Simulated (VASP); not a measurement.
## TaNi3: single point with LDA

The system is TaNi3.

```
Ta Ni
1.0
     0.00000    2.55115    3.70454
     2.54639    0.00000    3.70454
     2.54639    2.55115    0.00000
Ta Ni
1 3
Direct
  0.00000 0.00000 0.00000
  0.50000 0.50000 0.50000
  0.25000 0.25000 0.25000
  0.75000 0.75000 0.75000
```

```
Program                : VASP 6.6.1
Task                   : single point
Functional             : LDA
Potentials or basis    : VASP PAW LDA potentials, release 64 (Ta_pv, Ni)
Cutoff                 : 520 eV
k mesh                 : 8 × 8 × 8
Occupations            : fermi-dirac, width 0.05 eV
Spin                   : collinear spin, zero start
Starting moments       : [0.0, 0.0, 0.0, 0.0] μB
Fixed moment           : 0 μB
Dipole correction      : no
Further INCAR settings : ALGO = Normal; EDIFF = 1e-06; NBANDS = 32
```

| Quantity | Value |
| --- | --- |
| Pressure | -9.2 GPa |
| Net moment | 0.00 μB per cell |
| Valence electrons inside the program's atomic spheres | Ta 8.91; Ni 9.49, 9.46 (each value once) |

Stress tensor (GPa, compression positive):
```
-9.10  0.00  0.00
 0.00 -9.51  0.00
 0.00  0.00 -8.97
```

Run time: 8.2 min on 1 thread of Oxide Virtual Turin-like Processor (shared host), peak memory 0.29 GiB.

Caveat: the cell stands under tension; the total moment is fixed, so each spin has its own Fermi level.
